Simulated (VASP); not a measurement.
The system is CaO.

```
Ca O
1.0
     3.98084    0.00000    0.00000
    -1.99042    3.44751    0.00000
     0.00000    0.00000    4.77044
Ca O
2 2
Direct
  0.33333 0.66667 0.93750
  0.66667 0.33333 0.43750
  0.33333 0.66667 0.43750
  0.66667 0.33333 0.93750
```

Base run:

| Quantity | Value |
| --- | --- |
| Program | VASP 6.6.1 |
| Functional | LDA |
| Potentials or basis | VASP PAW LDA potentials, release 64 (Ca_sv, O) |
| Cutoff | 520 eV |
| k mesh | 6 × 6 × 4 |
| Occupations | gaussian, width 0.01 eV |
| Spin | no spin polarisation |

Its results: band gap on the k mesh 3.03 eV; pressure -4.4 GPa.

Question: The run is repeated on the same cell with these changes: functional from LDA to PBE; potentials or basis from VASP PAW LDA potentials, release 64 (Ca_sv, O) to VASP PAW PBE potentials, release 64 (Ca_sv, O). What comes out?

Answer: Band gap on the k mesh 3.19 eV; pressure 2.3 GPa.

Caveats: the structure was generated, so it needn't be the stable form of CaO; the cell stands under tension (at least some runs).

